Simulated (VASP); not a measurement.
Runs of VASP 6.6.1 on HfZrS3. The structure is that of space group Pm-3m (No. 221), or close to it. The cells are those of the table. The cell was built from a structure type or drawn by symmetry, and may not be a known phase.

```tsv
task	spin	cell	k mesh	cutoff (eV)	gap on the mesh (eV)	pressure (GPa)	moment (μB)	relaxed volume (Å³/atom)
relaxation of cell and atoms	collinear	relaxed from a = 4.833 Å, 5 atoms	8 × 8 × 8	600	-	0.0	1.70	(c)
relaxation of cell and atoms	off	relaxed from a = 4.748 Å, 5 atoms	4 × 4 × 4	600	-	0.0	-	(b)
single point	collinear	a = 4.833 Å, 5 atoms	4 × 4 × 4	520	none	1.0	1.65	-
single point	off	a = 4.748 Å, 5 atoms	4 × 4 × 4	520	none	4.8	-	-
single point	collinear	a = 4.860 Å, 5 atoms	8 × 8 × 8	520	none	-0.3	(a)	-
```

Alike in all rows: level PBE; potentials or basis VASP PAW PBE potentials, release 64 (Zr_sv, Hf_pv, S); smearing gaussian 0.1 eV.

Task: Fill in the values left out.

Result: (a) 1.71; (b) 22.48; (c) 22.87.

Caveats: spin-orbit coupling is left out, which moves the levels of the heavy elements; the highest band is partly filled, so the run has too few bands (at least some runs); the cell stands under pressure (at least some runs).

A k mesh can miss the band edges, and the runs leave out spin-orbit coupling on Hf, Zr.

A gap of «none» marks levels without a gap at the run's occupations.
